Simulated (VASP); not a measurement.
# MoS2 (P-3m1) in VASP: notebook, part 2 of 2

VASP 6.6.1.

## 3. Single point, PBE+D3(BJ)

This run uses another cell than the first one, of 16.00 Å³/atom.

INCAR reads:

```
ALGO     = Normal         # electronic algorithm
EDIFF    = 1E-6           # SCF threshold, eV
ENCUT    = 520            # plane-wave cutoff, eV
GGA      = PE             # functional
ISIF     = 2              # what is computed and relaxed
ISMEAR   = 0              # smearing method
IVDW     = 12             # dispersion correction
LASPH    = True           # aspherical terms in the spheres
LCHARG   = False          # write CHGCAR
LREAL    = False          # projectors in reciprocal space
LWAVE    = False          # write WAVECAR
NBANDS   = 35             # bands
NELM     = 80             # most SCF steps
PREC     = Accurate       # precision mode
SIGMA    = 0.05           # smearing width, eV
```

KPOINTS reads:

```
k-points
0
Gamma
  12 12 4
```

POSCAR reads:

```
MoS2
1.0
    3.0549000000      0.0000000000      0.0000000000
   -1.5274500000      2.6456210060      0.0000000000
    0.0000000000      0.0000000000     11.8781000000
Mo S
2 4
Direct
    0.6666666667      0.3333333333      0.2501439769
    0.3333333333      0.6666666667      0.7498560231
    0.3333333333      0.6666666667      0.3795985159
    0.6666666667      0.3333333333      0.8793132861
    0.3333333333      0.6666666667      0.1206867139
    0.6666666667      0.3333333333      0.6204014841
```

Potentials or basis: VASP PAW PBE potentials, release 64 (Mo_sv, S).

On the command line:

```
$ cat potpaw_PBE.64/Mo_sv/POTCAR potpaw_PBE.64/S/POTCAR > POTCAR
$ mpirun -np 1 vasp_std > vasp.out
```

OUTCAR:

```text
EDIFF = 1E-6
   ENCUT = 520
   GGA = PE
   ISIF = 2
   ISMEAR = 0
   IVDW = 12
   LASPH = True
   LREAL = False
   NELM = 80
   PREC = Accurate
 IVDW          = 12

 ion  position               nearest neighbor table
   1  0.667  0.333  0.250-   3 2.34   3 2.34   3 2.34   5 2.34   5 2.34   5 2.34
   2  0.333  0.667  0.750-   6 2.34   6 2.34   6 2.34   4 2.34   4 2.34   4 2.34
   3  0.333  0.667  0.380-   1 2.34   1 2.34   1 2.34
   4  0.667  0.333  0.879-   2 2.34   2 2.34   2 2.34
   5  0.333  0.667  0.121-   1 2.34   1 2.34   1 2.34
   6  0.667  0.333  0.620-   2 2.34   2 2.34   2 2.34

  LATTYP: Found a hexagonal cell.
 ALAT       =     3.0549000000
 C/A-ratio  =     3.8882123801

  Lattice vectors:

 A1 = (   3.0549000000,   0.0000000000,   0.0000000000)
 A2 = (  -1.5274500000,   2.6456210060,   0.0000000000)
 A3 = (   0.0000000000,   0.0000000000,  11.8781000000)

Analysis of symmetry for initial positions (statically):
=====================================================================
 Subroutine PRICEL returns:
 Original cell was already a primitive cell.

 Routine SETGRP: Setting up the symmetry group for a
 hexagonal supercell.

 Subroutine GETGRP returns: Found 12 space group operations
 (whereof 12 operations were pure point group operations)
 out of a pool of 24 trial point group operations.

The static configuration has the point symmetry D_3d.

Analysis of symmetry for dynamics (positions and initial velocities):
=====================================================================
 Subroutine PRICEL returns:
 Original cell was already a primitive cell.

 Routine SETGRP: Setting up the symmetry group for a
 hexagonal supercell.

 Subroutine GETGRP returns: Found 12 space group operations
 (whereof 12 operations were pure point group operations)
 out of a pool of 24 trial point group operations.

The dynamic configuration has the point symmetry D_3d.

 Subroutine INISYM returns: Found 12 space group operations
 (whereof 12 operations are pure point group operations),
 and found     1 'primitive' translations

----------------------------------------------------------------------------------------

                                     Primitive cell

  volume of cell :      96.0001

  direct lattice vectors                    reciprocal lattice vectors
     3.054900000  0.000000000  0.000000000     0.327342957  0.188991544  0.000000000
    -1.527450000  2.645621006  0.000000000     0.000000000  0.377983089  0.000000000
     0.000000000  0.000000000 11.878100000     0.000000000  0.000000000  0.084188549

  length of vectors
     3.054900000  3.054900000 11.878100000     0.377983089  0.377983089  0.084188549

  position of ions in fractional coordinates (direct lattice)
     0.666666667  0.333333333  0.250143977
     0.333333333  0.666666667  0.749856023
     0.333333333  0.666666667  0.379598516
     0.666666667  0.333333333  0.879313286
     0.333333333  0.666666667  0.120686714
     0.666666667  0.333333333  0.620401484

  ion indices of the primitive-cell ions
   primitive index   ion index
                 1           1
                 2           2
                 3           3
                 4           4
                 5           5
[... 31 lines left out ...]
  0.083333 -0.000000  0.000000      6.000000
  0.166667 -0.000000  0.000000      6.000000
  0.250000  0.000000  0.000000      6.000000
  0.333333 -0.000000  0.000000      6.000000
  0.416667 -0.000000  0.000000      6.000000
[... 16 lines left out ...]
  0.166667 -0.000000  0.250000      6.000000
  0.000000  0.166667  0.250000      6.000000
 [... further k-points ...]
   k-points           NKPTS =     69   k-points in BZ     NKDIM =     69   number of bands    NBANDS=     35
   number of dos      NEDOS =    301   number of ions     NIONS =      6
   total plane-waves  NPLWV =  51840
   dimension x,y,z NGX =    24 NGY =   24 NGZ =   90
   dimension x,y,z NGXF=    48 NGYF=   48 NGZF=  180
   ions per type =               2   4
   NGX,Y,Z   is equivalent  to a cutoff of  13.06, 13.06, 12.60 a.u.
   NGXF,Y,Z  is equivalent  to a cutoff of  26.12, 26.12, 25.19 a.u.
 SYSTEM =  unknown system
   PREC   = accura    normal or accurate (medium, high low for compatibility)
   ISTART =      0    job   : 0-new  1-cont  2-samecut
   ICHARG =      2    charge: 1-file 2-atom 10-const
   ISPIN  =      1    spin polarized calculation?
   LNONCOLLINEAR =      F non collinear calculations
   LSORBIT =      F    spin-orbit coupling
   LASPH  =      T    aspherical Exc in radial PAW
   ENCUT  =  520.0 eV  38.22 Ry    6.18 a.u.   5.68  5.68 22.09*2*pi/ulx,y,z
   NELM   =     80;   NELMIN=  2; NELMDL= -5     # of ELM steps
   EDIFF  = 0.1E-05   stopping-criterion for ELM
   LREAL  =      F    real-space projection
   EDIFFG = 0.1E-04   stopping-criterion for IOM
   NSW    =      0    number of steps for IOM
   IBRION =     -1    ionic relax: 0-MD 1-quasi-New 2-CG
   NFREE  =      0    steps in history (QN), initial steepest desc. (CG)
   ISIF   =      2    stress and relaxation
   ISYM   =      2    0-nonsym 1-usesym 2-fastsym
   POTIM  = 0.5000    time-step for ionic-motion
   TEBEG  =    0.0;   TEEND  =   0.0 temperature during run
   PSTRESS=    0.0 pullay stress
   NELECT =      52.0000    total number of electrons
   NUPDOWN=      -1.0000    fix difference up-down
   EMIN   =  10.00;   EMAX   =-10.00  energy-range for DOS
   EFERMI =   0.00;   METHOD = LEGACY
   ISMEAR =     0;   SIGMA  =   0.05  broadening in eV -4-tet -1-fermi 0-gaus
   EFERMI_NEDOS =   21; number of points for ismear=-14 and -15
   IALGO  =     38    algorithm
   IMIX   =      4    mixing-type and parameters
     AMIX     =   0.40;   BMIX     =  1.00
     AMIX_MAG =   1.60;   BMIX_MAG =  1.00
  volume/ion in A,a.u.               =      16.00       107.97
  Fermi-wavevector in a.u.,A,eV,Ry     =   1.334501  2.521840 24.230501  1.780892
  Thomas-Fermi vector in A             =   2.463277
   LORBIT       =      0    0 simple, 1 ext, 2 COOP (PROOUT), +10 PAW based schemes
   GGA     = PE    functional components
   LHFCALC =     F    Hartree Fock is set to
   AEXX    =    0.0000 exact exchange contribution
   IVDW    =    12    specifies the selected vdW correction
   LEPSILON=     F    determine dielectric tensor
   LRPA    =     F    only Hartree local field effects (RPA)
 non-spin polarized calculation
 Gauss-broadening in eV      SIGMA  =   0.05
  energy-cutoff  :      520.00
  volume of cell :       96.00
 maximum number of plane-waves:      2613
 NGX is ok and might be reduce to    24
   NGX = 11   NGY = 11   NGZ = 45

 number of electron      51.9999999 magnetization

 Free energy of the ion-electron system (eV)
  ---------------------------------------------------
  ext. energy  EPLUGINS =         0.00000000
  ---------------------------------------------------
  free energy    TOTEN  =       -42.99535572 eV

  energy without entropy =      -42.99535572  energy(sigma->0) =      -42.99535572

 E-fermi :   9.4304     XC(G=0): -11.4094

 val. band max:        9.0250175450   @ k =   0.0000   0.0000   0.0000
 cond. band min:       9.7880297528   @ k =   0.1667   0.1667   0.0000
 fundamental gap:      0.7630122078
 Fermi energy:         9.4303690024

 k-point     1 :       0.0000    0.0000    0.0000
  band No.  band energies     occupation
      1     -52.4494      2.00000
      2     -52.4494      2.00000
      3     -26.7094      2.00000
      4     -26.7091      2.00000
      5     -26.3389      2.00000
      6     -26.3389      2.00000
[... 901 lines left out ...]
     34      12.1212      0.00000
     35      16.7092      0.00000

 [... further k-points ...]

------------------------ aborting loop because EDIFF is reached ----------------------------------------

 Edisp (eV)   -2.84603

 E8    (eV) :    -1.1474

  FORCE on cell =-STRESS in cart. coord.  units (eV):
  Direction    XX          YY          ZZ          XY          YZ          ZX
  --------------------------------------------------------------------------------------
  -------------------------------------------------------------------------------------
  Total       8.72482     8.72482     8.09369     0.00000     0.00000     0.00000
  in kB     145.61149   145.61149   135.07826     0.00000     0.00000     0.00000
  external pressure =      142.10 kB  Pullay stress =        0.00 kB

 VOLUME and BASIS-vectors are now :
 -----------------------------------------------------------------------------
  energy-cutoff  :      520.00
  volume of cell :       96.00
      direct lattice vectors                 reciprocal lattice vectors
     3.054900000  0.000000000  0.000000000     0.327342957  0.188991544  0.000000000
    -1.527450000  2.645621006  0.000000000     0.000000000  0.377983089  0.000000000
     0.000000000  0.000000000 11.878100000     0.000000000  0.000000000  0.084188549

 POSITION                                       TOTAL-FORCE (eV/Angst)
 -----------------------------------------------------------------------------------
      1.52745      0.88187      2.97124         0.000000     -0.000000     -0.001599
     -0.00000      1.76375      8.90686        -0.000000      0.000000      0.001599
     -0.00000      1.76375      4.50891        -0.000000      0.000000      1.242683
      1.52745      0.88187     10.44457         0.000000     -0.000000      1.246173
     -0.00000      1.76375      1.43353         0.000000     -0.000000     -1.246173
      1.52745      0.88187      7.36919         0.000000     -0.000000     -1.242683
 -----------------------------------------------------------------------------------
    total drift:                               -0.000000      0.000000      0.000000

  FREE ENERGIE OF THE ION-ELECTRON SYSTEM (eV)
  ---------------------------------------------------
  free  energy   TOTEN  =       -45.8413898779 eV

  energy  without entropy=      -45.8413898779  energy(sigma->0) =      -45.84138988
```

It took 1.7 min on 1 thread of Intel Xeon 6975P-C (Granite Rapids), shared host; peak memory 0.34 GiB.

Results:

```
Free energy                : -45.8414 eV
Pressure                   : 14.2 GPa
Largest force              : 1.246 eV/Å
Band gap on the k mesh     : 0.76 eV (least direct gap 1.96 eV)
Dispersion energy per atom : -0.474 eV
```

Forces on the atoms (eV/Å):
```
Mo   0.000  0.000 -0.002
Mo   0.000  0.000  0.002
S    0.000  0.000  1.243
S    0.000  0.000  1.246
S    0.000  0.000 -1.246
S    0.000  0.000 -1.243
```

Levels at points of the mesh, in eV from the valence-band top:
```tsv
k point	band 22	band 23	band 24	band 25	band 26	band 27	band 28	band 29	band 30	band 31
(0.00, 0.00, 0.00)	-2.24	-2.24	-1.58	-1.20	0.00	2.32	2.32	2.35	2.35	2.52
(0.50, 0.00, 0.00)	-2.75	-1.75	-1.60	-1.47	-1.47	1.90	1.96	2.22	2.64	3.02
(0.00, 0.00, 0.50)	-2.27	-2.27	-2.27	-0.33	-0.32	2.32	2.32	2.32	2.32	2.66
(0.50, 0.00, 0.50)	-2.95	-1.61	-1.61	-1.52	-1.52	1.92	1.92	2.45	2.45	3.41
```

Caveat: the cell stands under pressure; forces of over 1 eV/Å act on the atoms, so gaps and moduli don't describe the material at rest.

## 4. Single point, PBE+D3(BJ)

This run uses another cell than the first one, of 16.47 Å³/atom.

INCAR reads:

```
SYSTEM = MoS2
PREC     = Accurate       ! precision mode
ENCUT    = 520            ! plane-wave cutoff, eV
EDIFF    = 1E-6           ! SCF threshold, eV
ISMEAR   = 0              ! smearing method
SIGMA    = 0.05           ! smearing width, eV
LREAL    = .FALSE.        ! projectors in reciprocal space
LASPH    = .TRUE.         ! aspherical terms in the spheres
NELM     = 80             ! most SCF steps
ALGO     = Normal         ! electronic algorithm
ISIF     = 2              ! what is computed and relaxed
LWAVE    = .FALSE.        ! write WAVECAR
LCHARG   = .FALSE.        ! write CHGCAR
GGA      = PE             ! functional
IVDW     = 12             ! dispersion correction
NBANDS   = 35             ! bands
```

KPOINTS reads:

```
Automatic mesh
0
G
  12 12 4
  0 0 0
```

POSCAR: that of step 3 with these lines changed.

```diff
@@ -2,5 +2,5 @@
 1.0
-    3.0549000000      0.0000000000      0.0000000000
-   -1.5274500000      2.6456210060      0.0000000000
-    0.0000000000      0.0000000000     11.8781000000
+    2.9919000000      0.0000000000      0.0000000000
+   -1.4959500000      2.5910614056      0.0000000000
+    0.0000000000      0.0000000000     12.7490000000
 Mo S
```

On the command line:

```
$ cat potpaw_PBE.64/Mo_sv/POTCAR potpaw_PBE.64/S/POTCAR > POTCAR
$ mpirun -np 1 vasp_std > vasp.out
```

It took 1.9 min on 1 thread of AMD EPYC 9R45 (Zen 5), shared host; peak memory 0.32 GiB.

It converged, with:

| Quantity | Value |
| --- | --- |
| Free energy | -45.6212 eV |
| Pressure | 7.4 GPa |
| Largest force | 0.461 eV/Å |
| Band gap on the k mesh | 1.02 eV (least direct gap 1.81 eV) |
| Dispersion energy per atom | -0.460 eV |

Forces in eV/Å, atoms in the order of the input:
```
Mo   0.000  0.000 -0.001
Mo   0.000  0.000  0.001
S    0.000  0.000 -0.461
S    0.000  0.000 -0.460
S    0.000  0.000  0.460
S    0.000  0.000  0.461
```

Stress tensor (GPa, compression positive):
```
14.32  0.00  0.00
 0.00 14.32  0.00
 0.00  0.00 -6.56
```

Levels at points of the mesh, in eV from the valence-band top:
```csv
k point,band 22,band 23,band 24,band 25,band 26,band 27,band 28,band 29,band 30,band 31
"(0.00, 0.00, 0.00)",-0.98,-0.98,-0.94,-0.94,-0.20,3.11,3.11,3.14,3.14,3.17
"(0.50, 0.00, 0.00)",-2.55,-0.99,-0.93,-0.61,-0.42,2.76,2.95,2.97,3.24,3.39
"(0.00, 0.00, 0.50)",-0.96,-0.96,-0.96,-0.53,-0.52,3.13,3.13,3.13,3.13,3.21
"(0.50, 0.00, 0.50)",-2.67,-0.95,-0.95,-0.51,-0.51,2.96,2.96,2.99,3.00,3.79
```

Caveat: the stress differs along the axes, from -7 to 14 GPa. A k mesh can miss the band edges.

## 5. Single point, PBE+D3(BJ)

This run uses another cell than the first one, of 16.53 Å³/atom.

INCAR reads:

```
SYSTEM = MoS2
PREC = Accurate ; ENCUT = 520
EDIFF = 1E-6 ; ISMEAR = 0
SIGMA = 0.05 ; LREAL = .False.
LASPH = .True. ; NELM = 80
ALGO = Normal ; ISIF = 2
LWAVE = .False. ; LCHARG = .True.
GGA = PE ; IVDW = 12
LELF = .True. ; LVHAR = .True.
NBANDS = 35
```

KPOINTS reads:

```
Automatic mesh
0
Gamma
  12 12 4
  0 0 0
```

POSCAR: that of step 4 with these lines changed.

```diff
@@ -2,5 +2,5 @@
 1.0
-    2.9919000000      0.0000000000      0.0000000000
-   -1.4959500000      2.5910614056      0.0000000000
-    0.0000000000      0.0000000000     12.7490000000
+    3.0234000000      0.0000000000      0.0000000000
+   -1.5117000000      2.6183412058      0.0000000000
+    0.0000000000      0.0000000000     12.5312000000
 Mo S
```

On the command line:

```
$ cat potpaw_PBE.64/Mo_sv/POTCAR potpaw_PBE.64/S/POTCAR > POTCAR
$ mpirun -np 1 vasp_std > vasp.out
```

Run time: 1.9 min. Hardware: 1 thread of AMD EPYC 9R45 (Zen 5), shared host; peak memory 0.32 GiB.

Results (log left out):

| Property | Result |
| --- | --- |
| Free energy | -45.8418 eV |
| Pressure | 6.9 GPa |
| Largest force | 0.179 eV/Å |
| Band gap on the k mesh | 1.09 eV (least direct gap 1.99 eV) |
| Dispersion energy per atom | -0.458 eV |

Forces on the atoms (eV/Å):
```
Mo   0.000  0.000 -0.001
Mo   0.000  0.000  0.001
S    0.000  0.000 -0.179
S    0.000  0.000 -0.177
S    0.000  0.000  0.177
S    0.000  0.000  0.179
```

Stress tensor (GPa, compression positive):
```
11.87  0.00  0.00
 0.00 11.87  0.00
 0.00  0.00 -3.07
```

Levels at points of the mesh, in eV from the valence-band top:
```
           k point  band 24  band 25  band 26  band 27  band 28  band 29
(0.00, 0.00, 0.00)    -1.19    -1.19     0.00     2.99     2.99     3.02
(0.50, 0.00, 0.00)    -0.97    -0.81    -0.60     2.72     2.73     2.76
(0.00, 0.00, 0.50)    -1.21    -0.32    -0.32     2.99     2.99     2.99
(0.50, 0.00, 0.50)    -0.97    -0.71    -0.70     2.74     2.74     2.96
```

Caveat: the stress differs along the axes, from -3 to 12 GPa. A k mesh can miss the band edges.

## 6. The runs side by side

| cell | gap on the mesh (eV) | pressure (GPa) | largest force (eV/Å) |
| --- | --- | --- | --- |
| a = 3.023, b = 3.023, c = 12.096 Å, angles 90.0, 90.0, 120.0°, 6 atoms | 0.89 | 14.4 | 0.92 |
| a = 3.055, b = 3.055, c = 11.878 Å, angles 90.0, 90.0, 120.0°, 6 atoms | 0.76 | 14.2 | 1.25 |
| a = 2.992, b = 2.992, c = 12.749 Å, angles 90.0, 90.0, 120.0°, 6 atoms | 1.02 | 7.4 | 0.46 |
| a = 3.023, b = 3.023, c = 12.531 Å, angles 90.0, 90.0, 120.0°, 6 atoms | 1.09 | 6.9 | 0.18 |

Alike in all rows: task single point; level PBE+D3(BJ); potentials or basis VASP PAW PBE potentials, release 64 (Mo_sv, S); no spin polarisation; k mesh 12 × 12 × 4; cutoff (eV) 520; smearing gaussian 0.05 eV.

Caveats: the stress differs along the axes, from 10 to 17 GPa (at least some runs); the cell stands under pressure (at least some runs); forces of over 1 eV/Å act on the atoms, so gaps and moduli don't describe the material at rest (at least some runs); the stress differs along the axes, from -7 to 14 GPa (at least some runs); the stress differs along the axes, from -3 to 12 GPa (at least some runs).

Total energies depend on the potentials used, so only differences within one code and one set of settings carry meaning.
